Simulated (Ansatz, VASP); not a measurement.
Cu: VASP beside Ansatz

POSCAR

```
Cu
1.0
    0.0000000000      1.7887153400      1.7887153400
    1.7887153400      0.0000000000      1.7887153400
    1.7887153400      1.7887153400      0.0000000000
Cu
1
Direct
    0.0000000000      0.0000000000      0.0000000000
```

The input INCAR.step1:

```
SYSTEM = Cu
  ALGO = Normal
  EDIFF = 1E-4
  ENCUT = 520
  GGA = PE
  ISMEAR = 0
  LASPH = .TRUE.
  LCHARG = .FALSE.
  LREAL = .FALSE.
  LWAVE = .TRUE.
  NBANDS = 12
  NELM = 80
  PREC = Accurate
  SIGMA = 0.1
```

The input INCAR.step2:

```
SYSTEM = Cu
  ALGO = Normal
  EDIFF = 1E-7
  ENCUT = 520
  ISIF = 2
  ISMEAR = 0
  ISTART = 1
  LASPH = .TRUE.
  LCHARG = .TRUE.
  LELF = .TRUE.
  LMIXTAU = .TRUE.
  LREAL = .FALSE.
  LVHAR = .TRUE.
  LWAVE = .FALSE.
  METAGGA = R2SCAN
  NBANDS = 12
  NELM = 80
  PREC = Accurate
  SIGMA = 0.1
```

File KPOINTS:

```
k-points
0
G
  8 8 8
  0 0 0
```

Input for Ansatz:

```yaml
crystal:
  lattice:
    - [0.0, 1.78871534, 1.78871534]
    - [1.78871534, 0.0, 1.78871534]
    - [1.78871534, 1.78871534, 0.0]
  atoms:
    - { symbol: Cu, position: [0.0, 0.0, 0.0] }
basis:
  ecutwfc: 500
kpoints:
  mp_grid: { grid: [8, 8, 8] }
hamiltonian:
  xc: r2scan
scf:
  occupations: { method: gaussian, width: 0.1 }
output:
  forces: true
  stress: true
  eigenvalues: true
```

Alike in both runs: task single point; functional r2SCAN; k mesh 8 × 8 × 8; occupations gaussian, width 0.1 eV; no spin polarisation.

```csv
,VASP,Ansatz
version,VASP 6.6.1,Ansatz 0.2.0
potentials or method,"VASP PAW PBE potentials, release 64 (Cu), cutoff 520 eV","scalar-relativistic, plane waves, PAW"
valence electrons in the cell,11,19
```

VASP gave:

- gap on the k mesh at the Fermi level (eV): none
- pressure (GPa): 1.4

Q: What did Ansatz give for the same quantities?

A: gap on the k mesh at the Fermi level (eV): none; pressure (GPa): 0.8.

VASP's potentials were made for PBE, not for r2SCAN. A gap of «none» marks a metal or a gap that the smearing closes. VASP's potentials hold 11 valence electrons a cell and Ansatz's 19, so a difference there can come from the potentials and not from the codes.

The k mesh is coarse, so the values compare programs but aren't converged.
